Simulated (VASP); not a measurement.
# KI (Cmcm) in VASP: a series of runs

KI is run at these levels: LDA; tasks: single point.

Program: VASP 6.6.1. These are calculated values, not measurements. Logs are shortened: lines on timing, memory, paths and dates and some standing lists are left out, and cuts for length are marked.

## (1) The cell of the first run

Symmetry: Cmcm, No. 63, orthorhombic system. Conventional cell: a = 5.305 Å, b = 8.984 Å, c = 7.786 Å, α = 90.00°, β = 90.00°, γ = 90.00°. K (site symmetry 2/m) has 6 I at 3.59 to 3.62 Å and 2 K at 3.89 Å within 4.7 Å. Within 5.0 Å of I (site symmetry m2m) lie 6 K at 3.59 to 3.62 Å and 6 I at 4.84 to 4.98 Å.

## (2) Single point, LDA

The input, INCAR:

```
SYSTEM = KI
ALGO = Normal
EDIFF = 1E-7
ENCUT = 520
GGA = CA
ISIF = 2
ISMEAR = 0
LASPH = .TRUE.
LCHARG = .TRUE.
LELF = .TRUE.
LREAL = .FALSE.
LVHAR = .TRUE.
LWAVE = .FALSE.
NBANDS = 24
NELM = 60
PREC = Accurate
SIGMA = 0.05
```

The input, KPOINTS:

```
k-points
0
G
  6 6 4
  0 0 0
```

The input, POSCAR:

```
KI
1.0
    2.6525327266     -4.4921035383      0.0000000000
    2.6525327266      4.4921035383      0.0000000000
    0.0000000000      0.0000000000      7.7856517937
K I
2 2
Direct
    0.5000000000      0.5000000000      0.5000000000
    0.5000000000      0.5000000000      0.0000000000
    0.8402300000      0.1597700000      0.2500000000
    0.1597700000      0.8402300000      0.7500000000
```

Potentials or basis: VASP PAW LDA potentials, release 64 (K_sv, I).

The run is started by

```console
$ cat potpaw_LDA.64/K_sv/POTCAR potpaw_LDA.64/I/POTCAR > POTCAR
$ mpirun -np 1 vasp_std > vasp.out
```

OUTCAR:

```text
SYSTEM = KI
   EDIFF = 1E-7
   ENCUT = 520
   GGA = CA
   ISIF = 2
   ISMEAR = 0
   LASPH = .TRUE.
   LREAL = .FALSE.
   NELM = 60
   PREC = Accurate

 ion  position               nearest neighbor table
   1  0.500  0.500  0.500-   4 3.59   3 3.59   4 3.59   3 3.59   3 3.62   4 3.62
   2  0.500  0.500  0.000-   4 3.59   3 3.59   4 3.59   3 3.59   3 3.62   4 3.62
   3  0.840  0.160  0.250-   1 3.59   2 3.59   1 3.59   2 3.59   1 3.62   2 3.62
   4  0.160  0.840  0.750-   1 3.59   2 3.59   1 3.59   2 3.59   1 3.62   2 3.62

  LATTYP: Found a base centered orthorhombic cell.
 ALAT       =     5.3050654532
 B/A-ratio  =     1.6935148408
 C/A-ratio  =     1.4675882630

  Lattice vectors:

 A1 = (   2.6525327266,  -4.4921035383,   0.0000000000)
 A2 = (   2.6525327266,   4.4921035383,   0.0000000000)
 A3 = (   0.0000000000,   0.0000000000,   7.7856517937)

Analysis of symmetry for initial positions (statically):
=====================================================================
 Subroutine PRICEL returns:
 Original cell was already a primitive cell.

 Routine SETGRP: Setting up the symmetry group for a
 base centered orthorhombic supercell.

 Subroutine GETGRP returns: Found  8 space group operations
 (whereof  4 operations were pure point group operations)
 out of a pool of  8 trial point group operations.

The static configuration has the point symmetry C_2h.
 The point group associated with its full space group is D_2h.

Analysis of symmetry for dynamics (positions and initial velocities):
=====================================================================
 Subroutine PRICEL returns:
 Original cell was already a primitive cell.

 Routine SETGRP: Setting up the symmetry group for a
 base centered orthorhombic supercell.

 Subroutine GETGRP returns: Found  8 space group operations
 (whereof  4 operations were pure point group operations)
 out of a pool of  8 trial point group operations.

The dynamic configuration has the point symmetry C_2h.
 The point group associated with its full space group is D_2h.

 Subroutine INISYM returns: Found  8 space group operations
 (whereof  4 operations are pure point group operations),
 and found     1 'primitive' translations

----------------------------------------------------------------------------------------

                                     Primitive cell
[... 93 lines left out ...]
   ENCUT  =  520.0 eV  38.22 Ry    6.18 a.u.   9.70  9.70 14.48*2*pi/ulx,y,z
   NELM   =     60;   NELMIN=  2; NELMDL= -5     # of ELM steps
   EDIFF  = 0.1E-06   stopping-criterion for ELM
   LREAL  =      F    real-space projection
   EDIFFG = 0.1E-05   stopping-criterion for IOM
   NSW    =      0    number of steps for IOM
   IBRION =     -1    ionic relax: 0-MD 1-quasi-New 2-CG
   NFREE  =      0    steps in history (QN), initial steepest desc. (CG)
   ISIF   =      2    stress and relaxation
   ISYM   =      2    0-nonsym 1-usesym 2-fastsym
   POTIM  = 0.5000    time-step for ionic-motion
   TEBEG  =    0.0;   TEEND  =   0.0 temperature during run
   PSTRESS=    0.0 pullay stress
   NELECT =      32.0000    total number of electrons
   NUPDOWN=      -1.0000    fix difference up-down
   EMIN   =  10.00;   EMAX   =-10.00  energy-range for DOS
   EFERMI =   0.00;   METHOD = LEGACY
   ISMEAR =     0;   SIGMA  =   0.05  broadening in eV -4-tet -1-fermi 0-gaus
   EFERMI_NEDOS =   21; number of points for ismear=-14 and -15
   IALGO  =     38    algorithm
   IMIX   =      4    mixing-type and parameters
     AMIX     =   0.40;   BMIX     =  1.00
     AMIX_MAG =   1.60;   BMIX_MAG =  1.00
  volume/ion in A,a.u.               =      46.38       313.02
  Fermi-wavevector in a.u.,A,eV,Ry     =   0.911268  1.722048 11.298416  0.830410
  Thomas-Fermi vector in A             =   2.035528
   LORBIT       =      0    0 simple, 1 ext, 2 COOP (PROOUT), +10 PAW based schemes
   GGA     = CA    functional components
   LHFCALC =     F    Hartree Fock is set to
   AEXX    =    0.0000 exact exchange contribution
   IVDW    =     0    specifies the selected vdW correction
   LEPSILON=     F    determine dielectric tensor
   LRPA    =     F    only Hartree local field effects (RPA)
 non-spin polarized calculation
 Gauss-broadening in eV      SIGMA  =   0.05
  energy-cutoff  :      520.00
  volume of cell :      185.54
 maximum number of plane-waves:      5022
   NGX = 19   NGY = 19   NGZ = 29

 number of electron      32.0000000 magnetization

 Free energy of the ion-electron system (eV)
  ---------------------------------------------------
  ext. energy  EPLUGINS =         0.00000000
  ---------------------------------------------------
  free energy    TOTEN  =       -11.97807090 eV

  energy without entropy =      -11.97807090  energy(sigma->0) =      -11.97807090

 E-fermi :  -0.4707     XC(G=0):  -7.4213

 val. band max:       -0.7155075510   @ k =   0.0000   0.0000   0.0000
 cond. band min:       2.5851681443   @ k =   0.0000   0.0000   0.0000
 fundamental gap:      3.3006756954
 Fermi energy:        -0.4706865844

 k-point     1 :       0.0000    0.0000    0.0000
  band No.  band energies     occupation
      1     -29.2637      2.00000
      2     -29.2471      2.00000
      3     -13.2215      2.00000
      4     -12.9714      2.00000
      5     -12.9693      2.00000
      6     -12.9414      2.00000
[... 637 lines left out ...]
     23       6.5387      0.00000
     24       6.9381      0.00000

 [... further k-points ...]

------------------------ aborting loop because EDIFF is reached ----------------------------------------

  FORCE on cell =-STRESS in cart. coord.  units (eV):
  Direction    XX          YY          ZZ          XY          YZ          ZX
  --------------------------------------------------------------------------------------
  -------------------------------------------------------------------------------------
  Total       -2.7118957     -2.5743272     -0.3662908      0.0000000     -0.0000000      0.0000000
  in kB      -23.4179072    -22.2299685     -3.1630136      0.0000000     -0.0000000      0.0000000
  external PRESSURE =     -16.2702964 kB  Pullay stress =       0.0000000 kB

 VOLUME and BASIS-vectors are now :
 -----------------------------------------------------------------------------
  energy-cutoff  :      520.00
  volume of cell :      185.54
      direct lattice vectors                 reciprocal lattice vectors
     2.652532727 -4.492103538  0.000000000     0.188499088 -0.111306428  0.000000000
     2.652532727  4.492103538  0.000000000     0.188499088  0.111306428  0.000000000
     0.000000000  0.000000000  7.785651794     0.000000000  0.000000000  0.128441398

 POSITION                                       TOTAL-FORCE (eV/Angst)
 -----------------------------------------------------------------------------------
      2.65253      0.00000      3.89283        -0.000000      0.000000      0.000000
      2.65253      0.00000      0.00000         0.000000      0.000000      0.000000
      2.65253     -3.05670      1.94641         0.000000      0.039551      0.000000
      2.65253      3.05670      5.83924         0.000000     -0.039551     -0.000000
 -----------------------------------------------------------------------------------
    total drift:                               -0.000000      0.000000     -0.000000

  FREE ENERGIE OF THE ION-ELECTRON SYSTEM (eV)
  ---------------------------------------------------
  free  energy   TOTEN  =       -11.9780708999 eV

  energy  without entropy=      -11.9780708999  energy(sigma->0) =      -11.97807090
```

Run time: 3.4 min. Hardware: 1 thread of Intel Xeon Platinum 8488C (Sapphire Rapids), shared host; peak memory 0.33 GiB.

Results:

```yaml
Free_energy: -11.9781 eV
Pressure: -1.6 GPa
Largest_force: 0.040 eV/Å
Band_gap_on_the_k_mesh: 3.30 eV
```

Forces on the atoms (eV/Å):
```
K    0.000  0.000  0.000
K    0.000  0.000  0.000
I    0.000  0.040  0.000
I    0.000 -0.040  0.000
```

Stress tensor (GPa, compression positive):
```
-2.34  0.00  0.00
 0.00 -2.22  0.00
 0.00  0.00 -0.32
```

Levels at points of the mesh, in eV from the valence-band top:
| k point | band 14 | band 15 | band 16 | band 17 | band 18 | band 19 |
| --- | --- | --- | --- | --- | --- | --- |
| (0.00, 0.00, 0.00) | -0.26 | -0.18 | 0.00 | 3.30 | 5.02 | 5.61 |
| (0.50, 0.00, 0.00) | -0.59 | -0.48 | -0.47 | 4.54 | 5.41 | 5.75 |
| (0.50, 0.50, 0.00) | -0.64 | -0.58 | -0.55 | 4.46 | 5.44 | 5.97 |
| (0.00, 0.00, 0.50) | -0.45 | -0.39 | -0.39 | 4.45 | 4.45 | 6.30 |
| (0.50, 0.00, 0.50) | -0.54 | -0.39 | -0.39 | 5.18 | 5.18 | 5.68 |
| (0.50, 0.50, 0.50) | -0.60 | -0.37 | -0.37 | 5.10 | 5.10 | 5.73 |

Caveat: spin-orbit coupling is left out, which moves the levels of the heavy elements.

## (3) Single point, LDA

This run uses another cell than the first one, of the same volume but with other edges.

The input, INCAR:

```
ALGO = Normal
EDIFF = 1E-6
ENCUT = 520
GGA = CA
ISIF = 2
ISMEAR = 0
LASPH = True
LCHARG = False
LREAL = False
LWAVE = False
NBANDS = 24
NELM = 60
PREC = Accurate
SIGMA = 0.05
```

The input, KPOINTS:

```
k-points
0
Gamma
  6 6 4
```

The input, POSCAR:

```
KI
1.0
    2.3645035883     -4.0043219181      0.0000000000
    2.3645035883      4.0043219181      0.0000000000
    0.0000000000      0.0000000000      9.7979794282
K I
2 2
Direct
    0.5000000000      0.5000000000      0.5000000000
    0.5000000000      0.5000000000      0.0000000000
    0.8402300000      0.1597700000      0.2500000000
    0.1597700000      0.8402300000      0.7500000000
```

Potentials or basis: VASP PAW LDA potentials, release 64 (K_sv, I).

The run is started by

```console
$ cat potpaw_LDA.64/K_sv/POTCAR potpaw_LDA.64/I/POTCAR > POTCAR
$ mpirun -np 1 vasp_std > vasp.out
```

It took 2.4 min on 1 thread of Intel Xeon Platinum 8488C (Sapphire Rapids), shared host; peak memory 0.33 GiB.

It converged, with:

| Item | Value |
| --- | --- |
| Free energy | -11.9006 eV |
| Pressure | -1.9 GPa |
| Largest force | 0.019 eV/Å |
| Band gap on the k mesh | 2.79 eV |

Forces in eV/Å, atoms in the order of the input:
```
K    0.000  0.000  0.000
K    0.000  0.000  0.000
I    0.000  0.019  0.000
I    0.000 -0.019  0.000
```

Stress tensor (GPa, compression positive):
```
-0.97  0.00  0.00
 0.00 -0.83  0.00
 0.00  0.00 -3.79
```

Levels at points of the mesh, in eV from the valence-band top:
| k point | band 13 | band 14 | band 15 | band 16 | band 17 | band 18 | band 19 | band 20 |
| --- | --- | --- | --- | --- | --- | --- | --- | --- |
| (0.00, 0.00, 0.00) | -0.22 | -0.15 | -0.07 | 0.00 | 2.79 | 5.09 | 5.10 | 5.73 |
| (0.50, 0.00, 0.00) | -1.00 | -1.00 | -0.42 | -0.36 | 4.53 | 4.75 | 5.00 | 5.76 |
| (0.50, 0.50, 0.00) | -1.03 | -0.95 | -0.51 | -0.45 | 4.66 | 4.70 | 5.05 | 5.69 |
| (0.00, 0.00, 0.50) | -0.14 | -0.14 | -0.08 | -0.08 | 3.93 | 3.93 | 5.33 | 5.33 |
| (0.50, 0.00, 0.50) | -0.96 | -0.96 | -0.39 | -0.39 | 4.54 | 4.54 | 5.18 | 5.18 |
| (0.50, 0.50, 0.50) | -0.94 | -0.94 | -0.48 | -0.48 | 4.56 | 4.56 | 5.13 | 5.13 |

Caveat: spin-orbit coupling is left out, which moves the levels of the heavy elements. A k mesh can miss the band edges.

## (4) Single point, LDA

This run uses another cell than the first one, of the same volume but with other edges.

The input, INCAR:

```
PREC = Accurate
ENCUT = 520
EDIFF = 1E-7
ISMEAR = 0
SIGMA = 0.05
LREAL = False
LASPH = True
NELM = 80
ALGO = Normal
ISIF = 2
LWAVE = False
LCHARG = False
NBANDS = 24
```

The input, KPOINTS:

```
Automatic mesh
0
Gamma
  6 6 4
```

The input, POSCAR:

```
KI
1.0
    2.5834761127     -4.3751551378      0.0000000000
    2.5834761127      4.3751551378      0.0000000000
    0.0000000000      0.0000000000      8.2074373721
K I
2 2
Direct
    0.5000000000      0.5000000000      0.5000000000
    0.5000000000      0.5000000000      0.0000000000
    0.8402300000      0.1597700000      0.2500000000
    0.1597700000      0.8402300000      0.7500000000
```

The run is started by

```console
$ cat potpaw_LDA.64/K_sv/POTCAR potpaw_LDA.64/I/POTCAR > POTCAR
$ mpirun -np 1 vasp_std > vasp.out
```

It took 3 min on 1 thread of Intel Xeon Platinum 8488C (Sapphire Rapids), shared host; peak memory 0.33 GiB.

Results (log left out):

```yaml
Free_energy: -12.0688 eV
Pressure: -1.6 GPa
Largest_force: 0.034 eV/Å
Band_gap_on_the_k_mesh: 3.47 eV
```

Forces in eV/Å, atoms in the order of the input:
```
K    0.000  0.000  0.000
K    0.000  0.000  0.000
I    0.000  0.034  0.000
I    0.000 -0.034  0.000
```

Stress tensor (GPa, compression positive):
```
-2.00  0.00  0.00
 0.00 -1.90  0.00
 0.00  0.00 -0.95
```

Levels at points of the mesh, in eV from the valence-band top:
```tsv
k point	band 14	band 15	band 16	band 17	band 18	band 19
(0.00, 0.00, 0.00)	-0.08	-0.01	0.00	3.47	5.18	5.63
(0.50, 0.00, 0.00)	-0.43	-0.38	-0.33	4.79	5.52	5.69
(0.50, 0.50, 0.00)	-0.52	-0.44	-0.41	4.72	5.55	5.89
(0.00, 0.00, 0.50)	-0.25	-0.18	-0.18	4.57	4.57	6.39
(0.50, 0.00, 0.50)	-0.39	-0.34	-0.34	5.35	5.35	5.61
(0.50, 0.50, 0.50)	-0.42	-0.35	-0.35	5.27	5.27	5.65
```

Caveat: spin-orbit coupling is left out, which moves the levels of the heavy elements. A k mesh can miss the band edges.

## (5) Single point, LDA

This run uses another cell than the first one, of the same volume but with other edges.

The input, INCAR:

```
SYSTEM = KI
  ALGO = Normal
  EDIFF = 1E-7
  ENCUT = 520
  ISIF = 2
  ISMEAR = 0
  LASPH = .TRUE.
  LCHARG = .FALSE.
  LREAL = .FALSE.
  LWAVE = .FALSE.
  NBANDS = 24
  NELM = 100
  PREC = Accurate
  SIGMA = 0.05
```

The input, KPOINTS:

```
k-points
0
G
  6 6 4
  0 0 0
```

The input, POSCAR:

```
KI
1.0
    2.4340873784     -4.1221630992      0.0000000000
    2.4340873784      4.1221630992      0.0000000000
    0.0000000000      0.0000000000      9.2457926459
K I
2 2
Direct
    0.5000000000      0.5000000000      0.5000000000
    0.5000000000      0.5000000000      0.0000000000
    0.8402300000      0.1597700000      0.2500000000
    0.1597700000      0.8402300000      0.7500000000
```

The run is started by

```console
$ cat potpaw_LDA.64/K_sv/POTCAR potpaw_LDA.64/I/POTCAR > POTCAR
$ mpirun -np 1 vasp_std > vasp.out
```

It took 3 min on 1 thread of Intel Xeon Platinum 8488C (Sapphire Rapids), shared host; peak memory 0.32 GiB.

The run converged. Its results:

- Free energy: -12.0446 eV
- Pressure: -1.7 GPa
- Largest force: 0.023 eV/Å
- Band gap on the k mesh: 3.16 eV

Forces in eV/Å, atoms in the order of the input:
```
K    0.000  0.000  0.000
K    0.000  0.000  0.000
I    0.000  0.023  0.000
I    0.000 -0.023  0.000
```

Stress tensor (GPa, compression positive):
```
-1.33  0.00  0.00
 0.00 -1.21  0.00
 0.00  0.00 -2.71
```

Levels at points of the mesh, in eV from the valence-band top:
| k point | band 12 | band 13 | band 14 | band 15 | band 16 | band 17 | band 18 | band 19 | band 20 | band 21 |
| --- | --- | --- | --- | --- | --- | --- | --- | --- | --- | --- |
| (0.00, 0.00, 0.00) | -0.50 | -0.26 | -0.20 | -0.06 | 0.00 | 3.16 | 5.15 | 5.24 | 6.44 | 6.49 |
| (0.50, 0.00, 0.00) | -1.13 | -0.84 | -0.79 | -0.38 | -0.34 | 4.84 | 4.97 | 5.24 | 6.18 | 6.69 |
| (0.50, 0.50, 0.00) | -1.13 | -0.83 | -0.78 | -0.47 | -0.42 | 4.78 | 5.12 | 5.28 | 6.13 | 6.50 |
| (0.00, 0.00, 0.50) | -1.11 | -0.17 | -0.17 | -0.10 | -0.10 | 4.30 | 4.30 | 5.63 | 5.63 | 6.77 |
| (0.50, 0.00, 0.50) | -1.35 | -0.75 | -0.75 | -0.36 | -0.36 | 4.92 | 4.92 | 5.31 | 5.31 | 7.49 |
| (0.50, 0.50, 0.50) | -1.34 | -0.73 | -0.73 | -0.44 | -0.44 | 4.93 | 4.93 | 5.26 | 5.26 | 7.58 |

Caveat: spin-orbit coupling is left out, which moves the levels of the heavy elements. A k mesh can miss the band edges.

## (6) The runs side by side

```csv
cell,gap on the mesh (eV),pressure (GPa),largest force (eV/Å)
"a = 5.217, b = 5.217, c = 7.786 Å, angles 90.0, 90.0, 118.9°, 4 atoms",3.30,-1.6,0.04
"a = 4.650, b = 4.650, c = 9.798 Å, angles 90.0, 90.0, 118.9°, 4 atoms",2.79,-1.9,0.02
"a = 5.081, b = 5.081, c = 8.207 Å, angles 90.0, 90.0, 118.9°, 4 atoms",3.47,-1.6,0.03
"a = 4.787, b = 4.787, c = 9.246 Å, angles 90.0, 90.0, 118.9°, 4 atoms",3.16,-1.7,0.02
```

Alike in all rows: task single point; level LDA; potentials or basis VASP PAW LDA potentials, release 64 (K_sv, I); no spin polarisation; k mesh 6 × 6 × 4; cutoff (eV) 520; smearing gaussian 0.05 eV.

Caveats: spin-orbit coupling is left out, which moves the levels of the heavy elements.

Absolute energies hang on the potentials; compare differences alone.
